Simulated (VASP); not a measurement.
A run of VASP 6.6.1:

File INCAR:

```
  ALGO = Fast
  EDIFF = 1E-6
  EDIFFG = -0.01
  ENCUT = 600
  GGA = PE
  IBRION = 2
  ISIF = 4
  ISMEAR = 0
  LASPH = T
  LCHARG = F
  LREAL = F
  LWAVE = F
  NELM = 100
  NSW = 50
  PREC = Accurate
  SIGMA = 0.1
```

Contents of KPOINTS:

```
k-points
0
Gamma
  18 18 10
```

File POSCAR:

```
Ti
1.0
    2.8145413063      0.0000000000      0.0000000000
   -1.4072706532      2.4374642713      0.0000000000
    0.0000000000      0.0000000000      4.4610380394
Ti
2
Direct
    0.3333333333      0.6666666667      0.2500000000
    0.6666666667      0.3333333333      0.7500000000
```

Potentials or basis: VASP PAW PBE potentials, release 64 (Ti_sv).

Run with:

```console
$ cat potpaw_PBE.64/Ti_sv/POTCAR > POTCAR
$ mpirun -np 1 vasp_std > vasp.out
```

Hardware: 1 thread of AMD EPYC 9R45 96-Core Processor (Zen 5), with other jobs on the host.

Q: Estimate the wall time of this run.

A: It took 3.9 min on 1 thread of AMD EPYC 9R45 96-Core Processor (Zen 5), with other jobs on the host, peak memory 0.21 GiB. Counts: scf iterations 45, k points 222, ion steps 2.
